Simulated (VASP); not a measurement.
# HfC: electric field gradients with PBE

HfC:

```
CELL_PARAMETERS angstrom
0.00000 2.31722 2.31722
2.31722 0.00000 2.31722
2.31722 2.31722 0.00000
ATOMIC_POSITIONS crystal
Hf 0.50000 0.50000 0.50000
C 0.00000 0.00000 0.00000
```

This cell differs from its parent crystal: volume scaled by 0.99.

* Program: VASP 6.6.1
* Task: electric field gradients
* Functional: PBE
* Potentials or basis: VASP PAW PBE potentials, release 64 (Hf_pv, C)
* Cutoff: 520 eV
* k mesh: 15 × 15 × 15
* Occupations: fermi-dirac, width 0.05 eV
* Spin: no spin polarisation
* Dipole correction: no
* Further INCAR settings: ALGO = Normal; EDIFF = 1e-08; NBANDS = 14

The pressure is 2.0 GPa and the band gap on the k mesh is zero (band 7 reaches 7.04 eV, above the bottom of band 8 at 5.60 eV).

Levels at points of the mesh, in eV from the Fermi level:
```csv
k point,band 4,band 5,band 6,band 7,band 8,band 9,band 10,band 11
"(0.00, 0.00, 0.00)",-12.33,1.04,1.04,1.04,1.43,1.43,1.43,3.46
```

Run time: 25 s on 1 thread of Intel(R) Xeon(R) Platinum 8488C (Sapphire Rapids), with other jobs on the host, peak memory 0.17 GiB.

Caveat: without QUAD_EFG the Cq values of the log hold for a quadrupole moment of 1 mb, not for the nuclei; spin-orbit coupling is left out, which moves the levels of the heavy elements.
